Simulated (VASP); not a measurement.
Crystal: BaZrO3.

```xyz
5
Lattice="4.1913 0.0000 0.0000 0.0000 4.1913 0.0000 0.0000 0.0000 4.1913" Properties=species:S:1:pos:R:3 pbc="T T T"
Ba    0.0000    0.0000    0.0000
Zr    2.0957    2.0957    2.0957
O     2.0957    2.0957    0.0000
O     2.0957    0.0000    2.0957
O     0.0000    2.0957    2.0957
```

```yaml
Program: VASP 6.6.1
Task: relaxation of cell and atoms
Functional: PBEsol
Potentials_or_basis: VASP PAW PBE potentials, release 64 (Ba_sv, Zr_sv, O)
Cutoff: 600 eV
k_mesh: 6 × 6 × 6
Occupations: fermi-dirac, width 0.05 eV
Spin: no spin polarisation
Hubbard_terms: Zr d U = 8.0 eV
```

At the start: pressure 8.2 GPa; volume 14.73 Å³/atom.

Q: Where does the relaxation end?

A: Over 3 steps the energy falls by 18.1 meV/atom and the volume is 15.48 Å³/atom (+5.1 %); space group Pm-3m (No. 221, to 0.1 Å) before and after.

Step by step:
| step | energy change (eV) | largest force (eV/Å) | pressure (GPa) | volume (Å³) |
| --- | --- | --- | --- | --- |
| 1 | 0.0000 | 0.0000 | 8.19 | 73.63 |
| 2 | 0.0258 | 0.0000 | -7.68 | 81.94 |
| 3 | -0.0905 | 0.0000 | -0.09 | 77.38 |

Final structure:
```
CELL_PARAMETERS angstrom
4.26122 0.00000 0.00000
0.00000 4.26122 0.00000
0.00000 0.00000 4.26122
ATOMIC_POSITIONS crystal
Ba 0.00000 0.00000 0.00000
Zr 0.50000 0.50000 0.50000
O 0.50000 0.50000 0.00000
O 0.50000 0.00000 0.50000
O 0.00000 0.50000 0.50000
```

Caveat: the PAW data sets were made with another functional, which shifts forces and pressure a little.
